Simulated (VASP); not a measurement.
A run of VASP 6.6.1 is set up as follows.

INCAR

```
SYSTEM = Mg8Si4HO
PREC = Accurate
ENCUT = 520
EDIFF = 1E-7
ISMEAR = 0
SIGMA = 0.1
LREAL = .FALSE.
LASPH = .TRUE.
NELM = 80
ALGO = Normal
ISIF = 2
LWAVE = .FALSE.
LCHARG = .TRUE.
GGA = PS
LELF = .TRUE.
LVHAR = .TRUE.
NBANDS = 32
```

KPOINTS

```
regular mesh
0
G
  3 3 1
  0 0 0
```

The input POSCAR:

```
Mg8Si4HO
1.0
    6.3910000000      0.0000000000      0.0000000000
    0.0000000000      6.3910000000      0.0000000000
    0.0000000000      0.0000000000     15.7932500000
Mg Si O H
8 4 1 1
Direct
    0.2291303443      0.7568524166      0.3551221765
    0.0917133154      0.1788457292      0.3279823110
    0.2370483125      0.2633806244      0.1419610796
    0.2457235680      0.7527950057      0.1508940204
    0.7338189114      0.7656642470      0.1463380421
    0.7522227875      0.2451327678      0.1432456866
    0.5370550527      0.4413507724      0.2806183357
    0.7562477992      0.8239165510      0.3510787608
    0.0000000000      0.0000000000      0.0633181900
   -0.0280460493      0.5199520431      0.2534712091
    0.4733196458      0.0275356968      0.2564930165
    0.5000000000      0.5000000000      0.0633181900
    0.0104633489      0.9414439133      0.3915804020
   -0.5038305477      0.6136151800      0.3822441738
```

Potentials or basis: VASP PAW PBE potentials, release 64 (Mg, Si, O, H).

The run is started by

```sh
$ cat potpaw_PBE.64/Mg/POTCAR potpaw_PBE.64/Si/POTCAR potpaw_PBE.64/O/POTCAR potpaw_PBE.64/H/POTCAR > POTCAR
$ mpirun -np 1 vasp_std > vasp.out
```

Task: Estimate the largest force.

Result: 0.302 eV/Å.

Forces in eV/Å, atoms in the order of the input:
```
Mg  -0.005 -0.002 -0.019
Mg  -0.005  0.000 -0.011
Mg  -0.004  0.008  0.002
Mg   0.003 -0.008  0.001
Mg  -0.006  0.002  0.002
Mg   0.009 -0.006 -0.004
Mg  -0.007  0.013  0.001
Mg   0.008  0.006 -0.017
Si   0.049 -0.279 -0.103
Si   0.005 -0.005  0.023
Si  -0.008 -0.003  0.026
Si  -0.046  0.280  0.087
O   -0.002 -0.002  0.008
H    0.008 -0.004  0.004
```

Caveat: the PAW data sets were made with another functional, which shifts forces and pressure a little; an odd number of electrons without spin polarisation forces a metal; a magnetic or distorted state may lie lower.
